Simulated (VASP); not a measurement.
# Te2Mo in VASP: relaxation of the atoms with PBE+D3(BJ)

Aim: the relaxation of the atoms of Te2Mo with PBE+D3(BJ).

Everything below comes from runs of VASP 6.6.1. Logs are shortened: lines on timing, memory, paths and dates and some standing lists are left out, and cuts for length are marked.

### Step 1. The cell of the first run

The cell holds a slab with vacuum, 6 atoms: a = 3.560 Å, b = 3.560 Å, c = 31.098 Å, α = 90.00°, β = 90.00°, γ = 120.00°.

### Step 2. Relaxation of the atoms, PBE+D3(BJ)

The input, INCAR:

```
SYSTEM = Te2Mo
PREC = Accurate
ENCUT = 520
EDIFF = 1E-6
ISMEAR = 0
SIGMA = 0.05
LREAL = .FALSE.
LASPH = .TRUE.
NELM = 60
ALGO = Normal
ISIF = 2
LWAVE = .FALSE.
LCHARG = .FALSE.
LDIPOL = .TRUE.
IDIPOL = 3
DIPOL = 0.5 0.5 0.500
GGA = PE
IVDW = 12
IBRION = 2
NSW = 60
EDIFFG = -0.04
```

The input, KPOINTS:

```
Automatic mesh
0
G
  9 9 1
  0 0 0
```

The input, POSCAR:

```
Te2Mo
1.0
    3.5603917400      0.0000000000      0.0000000000
   -1.7801958700      3.0833896900      0.0000000000
    0.0000000000      0.0000000000     31.0975557363
Te Mo
4 2
Direct
    0.6666666700      0.3333333400      0.3215686816
    0.6666666700      0.3333333400      0.4366735399
    0.3333333300      0.6666666600      0.5633264601
    0.3333333300      0.6666666600      0.6784313184
    0.3333333300      0.6666666600      0.3790922401
    0.6666666700      0.3333333400      0.6209077599
```

Potentials or basis: VASP PAW PBE potentials, release 64 (Te, Mo_sv).

Command:

```sh
> cat potpaw_PBE.64/Te/POTCAR potpaw_PBE.64/Mo_sv/POTCAR > POTCAR
> mpirun -np 1 vasp_std > vasp.out
```

OUTCAR:

```text
SYSTEM = Te2Mo
   PREC = Accurate
   ENCUT = 520
   EDIFF = 1E-6
   ISMEAR = 0
   LREAL = .FALSE.
   LASPH = .TRUE.
   NELM = 60
   ISIF = 2
   GGA = PE
   IVDW = 12
   IBRION = 2
   NSW = 60
   EDIFFG = -0.04
 IVDW          = 12

 ion  position               nearest neighbor table
   1  0.667  0.333  0.322-   5 2.72   5 2.72   5 2.72   2 3.58
   2  0.667  0.333  0.437-   5 2.73   5 2.73   5 2.73   1 3.58
   3  0.333  0.667  0.563-   6 2.73   6 2.73   6 2.73   4 3.58
   4  0.333  0.667  0.678-   6 2.72   6 2.72   6 2.72   3 3.58
   5  0.333  0.667  0.379-   1 2.72   1 2.72   1 2.72   2 2.73   2 2.73   2 2.73
   6  0.667  0.333  0.621-   4 2.72   4 2.72   4 2.72   3 2.73   3 2.73   3 2.73

  LATTYP: Found a hexagonal cell.
 ALAT       =     3.5603917400
 C/A-ratio  =     8.7343073480

  Lattice vectors:

 A1 = (   3.5603917400,   0.0000000000,   0.0000000000)
 A2 = (  -1.7801958700,   3.0833896900,   0.0000000000)
 A3 = (   0.0000000000,   0.0000000000,  31.0975557363)

Analysis of symmetry for initial positions (statically):
=====================================================================
 Subroutine PRICEL returns:
 Original cell was already a primitive cell.

 Routine SETGRP: Setting up the symmetry group for a
 hexagonal supercell.

 Subroutine GETGRP returns: Found 12 space group operations
 (whereof 12 operations were pure point group operations)
 out of a pool of 24 trial point group operations.

The static configuration has the point symmetry D_3d.

Analysis of symmetry for dynamics (positions and initial velocities):
=====================================================================
 Subroutine PRICEL returns:
 Original cell was already a primitive cell.

 Routine SETGRP: Setting up the symmetry group for a
 hexagonal supercell.

 Subroutine GETGRP returns: Found 12 space group operations
 (whereof 12 operations were pure point group operations)
 out of a pool of 24 trial point group operations.

The dynamic configuration has the point symmetry D_3d.

 Subroutine INISYM returns: Found 12 space group operations
 (whereof 12 operations are pure point group operations),
 and found     1 'primitive' translations

----------------------------------------------------------------------------------------

                                     Primitive cell

  volume of cell :     341.3913

  direct lattice vectors                    reciprocal lattice vectors
     3.560391740  0.000000000  0.000000000     0.280867970  0.162159198  0.000000000
    -1.780195870  3.083389690  0.000000000     0.000000000  0.324318396  0.000000000
     0.000000000  0.000000000 31.097555736     0.000000000  0.000000000  0.032156868

  length of vectors
     3.560391740  3.560391736 31.097555736     0.324318396  0.324318396  0.032156868

  position of ions in fractional coordinates (direct lattice)
     0.666666670  0.333333340  0.321568682
     0.666666670  0.333333340  0.436673540
     0.333333330  0.666666660  0.563326460
     0.333333330  0.666666660  0.678431318
     0.333333330  0.666666660  0.379092240
     0.666666670  0.333333340  0.620907760

  ion indices of the primitive-cell ions
   primitive index   ion index
                 1           1
                 2           2
                 3           3
                 4           4
                 5           5
                 6           6

----------------------------------------------------------------------------------------

 KPOINTS: Automatic mesh

Automatic generation of k-mesh.
 Grid dimensions read from file:
 generate k-points for:    9    9    1

 Generating k-lattice:

  Cartesian coordinates                     Fractional coordinates (reciprocal lattice)
     0.031207552  0.018017689  0.000000000     0.111111111  0.000000000  0.000000000
     0.000000000  0.036035377  0.000000000     0.000000000  0.111111111  0.000000000
     0.000000000  0.000000000  0.032156868     0.000000000  0.000000000  1.000000000

  Length of vectors
     0.036035377  0.036035377  0.032156868

  Shift w.r.t. Gamma in fractional coordinates (k-lattice)
     0.000000000  0.000000000  0.000000000

 Subroutine IBZKPT returns following result:
 ===========================================

 Found     12 irreducible k-points:

 Following reciprocal coordinates:
            Coordinates               Weight
  0.000000  0.000000  0.000000      1.000000
  0.111111  0.000000  0.000000      6.000000
  0.222222  0.000000  0.000000      6.000000
  0.333333  0.000000  0.000000      6.000000
  0.444444  0.000000  0.000000      6.000000
  0.111111  0.111111  0.000000      6.000000
  0.222222  0.111111  0.000000     12.000000
  0.333333  0.111111  0.000000     12.000000
  0.444444  0.111111  0.000000      6.000000
  0.222222  0.222222  0.000000      6.000000
  0.333333  0.222222  0.000000     12.000000
  0.333333  0.333333  0.000000      2.000000
   k-points           NKPTS =     12   k-points in BZ     NKDIM =     12   number of bands    NBANDS=     31
   number of dos      NEDOS =    301   number of ions     NIONS =      6
   total plane-waves  NPLWV = 188160
   dimension x,y,z NGX =    28 NGY =   28 NGZ =  240
   dimension x,y,z NGXF=    56 NGYF=   56 NGZF=  480
   ions per type =               4   2
   NGX,Y,Z   is equivalent  to a cutoff of  13.07, 13.07, 12.83 a.u.
   NGXF,Y,Z  is equivalent  to a cutoff of  26.15, 26.15, 25.66 a.u.
 SYSTEM =  Te2Mo
   PREC   = accura    normal or accurate (medium, high low for compatibility)
   ISTART =      0    job   : 0-new  1-cont  2-samecut
   ICHARG =      2    charge: 1-file 2-atom 10-const
   ISPIN  =      1    spin polarized calculation?
   LNONCOLLINEAR =      F non collinear calculations
   LSORBIT =      F    spin-orbit coupling
   LASPH  =      T    aspherical Exc in radial PAW
   ENCUT  =  520.0 eV  38.22 Ry    6.18 a.u.   6.62  6.62 57.82*2*pi/ulx,y,z
   NELM   =     60;   NELMIN=  2; NELMDL= -5     # of ELM steps
   EDIFF  = 0.1E-05   stopping-criterion for ELM
   LREAL  =      F    real-space projection
   EDIFFG = -.4E-01   stopping-criterion for IOM
   NSW    =     60    number of steps for IOM
   IBRION =      2    ionic relax: 0-MD 1-quasi-New 2-CG
   NFREE  =      1    steps in history (QN), initial steepest desc. (CG)
   ISIF   =      2    stress and relaxation
   ISYM   =      2    0-nonsym 1-usesym 2-fastsym
   POTIM  = 0.5000    time-step for ionic-motion
   TEBEG  =    0.0;   TEEND  =   0.0 temperature during run
   PSTRESS=    0.0 pullay stress
   NELECT =      52.0000    total number of electrons
   NUPDOWN=      -1.0000    fix difference up-down
   EMIN   =  10.00;   EMAX   =-10.00  energy-range for DOS
   EFERMI =   0.00;   METHOD = LEGACY
   ISMEAR =     0;   SIGMA  =   0.05  broadening in eV -4-tet -1-fermi 0-gaus
   EFERMI_NEDOS =   21; number of points for ismear=-14 and -15
   IALGO  =     38    algorithm
   IMIX   =      4    mixing-type and parameters
     AMIX     =   0.40;   BMIX     =  1.00
     AMIX_MAG =   1.60;   BMIX_MAG =  1.00
  volume/ion in A,a.u.               =      56.90       383.97
  Fermi-wavevector in a.u.,A,eV,Ry     =   0.874296  1.652180 10.400203  0.764393
  Thomas-Fermi vector in A             =   1.993807
   LORBIT       =      0    0 simple, 1 ext, 2 COOP (PROOUT), +10 PAW based schemes
   GGA     = PE    functional components
   LHFCALC =     F    Hartree Fock is set to
   AEXX    =    0.0000 exact exchange contribution
   IVDW    =    12    specifies the selected vdW correction
   LEPSILON=     F    determine dielectric tensor
   LRPA    =     F    only Hartree local field effects (RPA)
 conjugate gradient relaxation of ions
 non-spin polarized calculation
 Gauss-broadening in eV      SIGMA  =   0.05
  energy-cutoff  :      520.00
  volume of cell :      341.39
 maximum number of plane-waves:      9295
 NGX is ok and might be reduce to    28
   NGX = 13   NGY = 13   NGZ =115

--------------------------------------- Ionic step        1  -------------------------------------------

 number of electron      52.0000000 magnetization

 Free energy of the ion-electron system (eV)
  ---------------------------------------------------
  ext. energy  EPLUGINS =         0.00000000
  ---------------------------------------------------
  free energy    TOTEN  =       -36.05298172 eV

  energy without entropy =      -36.05298172  energy(sigma->0) =      -36.05298172

------------------------ aborting loop because EDIFF is reached ----------------------------------------

 Edisp (eV)   -2.62842

 E8    (eV) :    -1.2473
[... 117 lines left out ...]
  FREE ENERGIE OF THE ION-ELECTRON SYSTEM (eV)
  ---------------------------------------------------
  free  energy   TOTEN  =       -38.6864939399 eV

  energy  without entropy=      -38.6864939399  energy(sigma->0) =      -38.68649394

[... ionic steps 4 to 16 ...]

--------------------------------------- Ionic step       17  -------------------------------------------

 number of electron      51.9999999 magnetization

------------------------ aborting loop because EDIFF is reached ----------------------------------------
[... 39 lines left out ...]
--------------------------------------- Ionic step       18  -------------------------------------------

 number of electron      52.0000004 magnetization

 dipolmoment           0.000000      0.000000      0.000000 electrons x Angstroem

------------------------ aborting loop because EDIFF is reached ----------------------------------------

 Edisp (eV)   -2.76648

 E8    (eV) :    -1.3112
[... 35 lines left out ...]
--------------------------------------- Ionic step       19  -------------------------------------------

 number of electron      52.0000003 magnetization

 dipolmoment           0.000000      0.000000     -0.000000 electrons x Angstroem

 Free energy of the ion-electron system (eV)
  ---------------------------------------------------
  ext. energy  EPLUGINS =         0.00000000
  ---------------------------------------------------
  free energy    TOTEN  =       -35.99903556 eV

  energy without entropy =      -35.99903556  energy(sigma->0) =      -35.99903556

 E-fermi :   1.3899     XC(G=0):  -4.9719

 val. band max:        1.1004659343   @ k =   0.0000   0.0000   0.0000
 cond. band min:       1.8036536829   @ k =   0.3333   0.3333   0.0000
 fundamental gap:      0.7031877487
 Fermi energy:         1.3899131278

 k-point     1 :       0.0000    0.0000    0.0000
  band No.  band energies     occupation
      1     -59.9257      2.00000
      2     -59.9257      2.00000
      3     -34.0675      2.00000
      4     -34.0675      2.00000
      5     -33.9757      2.00000
      6     -33.9757      2.00000
[... 397 lines left out ...]
     30       2.9448      0.00000
     31       3.2117      0.00000

------------------------ aborting loop because EDIFF is reached ----------------------------------------

 vacuum level on the upper side and lower side of the slab       (xc-potential included)        -0.244        -0.244

 Edisp (eV)   -2.77310

 E8    (eV) :    -1.3144

  FORCE on cell =-STRESS in cart. coord.  units (eV):
  Direction    XX          YY          ZZ          XY          YZ          ZX
  --------------------------------------------------------------------------------------
  -------------------------------------------------------------------------------------
  Total      -2.44498    -2.44498    -0.09296    -0.00000     0.00000     0.00000
  in kB     -11.47450   -11.47450    -0.43626    -0.00000     0.00000     0.00000
  external pressure =       -7.80 kB  Pullay stress =        0.00 kB
[... 21 lines left out ...]
  FREE ENERGIE OF THE ION-ELECTRON SYSTEM (eV)
  ---------------------------------------------------
  free  energy   TOTEN  =       -38.7721340566 eV

  energy  without entropy=      -38.7721340566  energy(sigma->0) =      -38.77213406

 reached required accuracy - stopping structural energy minimisation

 vacuum level on the upper side and lower side of the slab         5.422         5.422
```

It took 23 min on 1 thread of Intel Xeon Platinum 8488C (Sapphire Rapids), shared host; peak memory 0.54 GiB.

Results:

| Property | Result |
| --- | --- |
| Free energy | -38.7721 eV |
| Energy gained by relaxing | 15.1 meV/atom |
| Ionic steps | 19 |
| Largest force after relaxing | 0.025 eV/Å |
| Band gap on the k mesh | 0.70 eV (least direct gap 1.00 eV) |
| Dispersion energy per atom | -0.462 eV |

Forces on the atoms (eV/Å):
```
Te   0.000  0.000  0.025
Te   0.000  0.000 -0.011
Te   0.000  0.000  0.011
Te   0.000  0.000 -0.025
Mo   0.000  0.000 -0.023
Mo   0.000  0.000  0.023
```

The path:
```csv
step,energy change (eV),largest force (eV/Å),pressure (GPa)
1,0.0000,0.2218,-0.72
2,-0.0041,0.1059,-0.93
3,-0.0051,0.0794,-1.10
4,-0.0051,0.0776,-1.08
5,-0.0063,0.0913,-1.09
6,-0.0093,0.1494,-1.10
7,-0.0122,0.2658,-1.12
8,-0.0124,0.2642,-1.12
9,-0.0132,0.2628,-1.12
10,-0.0147,0.2585,-1.12
11,-0.0178,0.2538,-1.12
12,-0.0238,0.2439,-1.11
13,-0.0355,0.2244,-1.11
14,-0.0573,0.1849,-1.08
15,-0.0868,0.1060,-0.99
16,0.0236,0.6983,-0.49
17,-0.0887,0.0934,-0.97
18,-0.0894,0.1166,-0.95
19,-0.0907,0.0245,-0.78
```

Final structure:
```
Te Mo
1.0
     3.56039    0.00000    0.00000
    -1.78020    3.08339    0.00000
     0.00000    0.00000   31.09756
Te Mo
4 2
Cartesian
  1.7802 1.0278 10.3593
  1.7802 1.0278 13.9530
  0.0000 2.0556 17.1446
  0.0000 2.0556 20.7382
  0.0000 2.0556 12.1562
  1.7802 1.0278 18.9413
```

Caveat: semilocal functionals underestimate gaps, and a narrow one can read as zero; spin-orbit coupling is left out, which moves the levels of the heavy elements.
